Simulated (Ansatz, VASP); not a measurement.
Two plane-wave programs on Ag

The input INCAR:

```
  PREC = Accurate
  ENCUT = 520
  EDIFF = 1E-7
  ISMEAR = 0
  SIGMA = 0.15
  LREAL = False
  LASPH = True
  NELM = 100
  ALGO = Fast
  ISIF = 2
  LWAVE = False
  LCHARG = False
  GGA = PS
  NBANDS = 12
```

Contents of KPOINTS:

```
regular mesh
0
Gamma
  22 22 22
```

POSCAR

```
Ag
1.0
   -1.5706880067      1.6567531029      1.6567531029
    1.6567531029     -1.5706880067      1.6567531029
    1.6567531029      1.6567531029     -1.5706880067
Ag
1
Direct
    0.0000000000      0.0000000000      0.0000000000
```

Input for Ansatz:

```yaml
crystal:
  lattice:
    - [-1.5706880067, 1.6567531029, 1.6567531029]
    - [1.6567531029, -1.5706880067, 1.6567531029]
    - [1.6567531029, 1.6567531029, -1.5706880067]
  atoms:
    - { symbol: Ag, position: [0.0, 0.0, 0.0] }
basis:
  ecutwfc: 420
kpoints:
  mp_grid: { grid: [22, 22, 22] }
hamiltonian:
  xc: pbesol
scf:
  occupations: { method: gaussian, width: 0.15 }
output:
  forces: true
  stress: true
  eigenvalues: true
```

Alike in both runs: task single point; functional PBEsol; k mesh 22 × 22 × 22; occupations gaussian, width 0.15 eV; no spin polarisation.

|  | VASP | Ansatz |
| --- | --- | --- |
| version | VASP 6.6.1 | Ansatz 0.2.0 |
| potentials or method | VASP PAW PBE potentials, release 64 (Ag), cutoff 520 eV | scalar-relativistic, plane waves, PAW |
| valence electrons in the cell | 11 | 19 |

Ansatz gave:

| Property | Result |
| --- | --- |
| gap on the k mesh at the Fermi level (eV) | none |
| pressure (GPa) | -6.7 |
| traceless stress, the component that is largest in VASP (GPa) | -1.81 |

Q: What did VASP give for the same quantities?

A: gap on the k mesh at the Fermi level (eV): none; pressure (GPa): -6.8; traceless stress, the component that is largest in VASP (GPa): -1.80.

VASP's potentials were made for PBE, not for PBEsol. A gap of «none» marks a metal or a gap that the smearing closes. The functional is the same, so the differences come from potentials, cutoffs and numerics. VASP's potentials hold 11 valence electrons a cell and Ansatz's 19, so a difference there can come from the potentials and not from the codes.
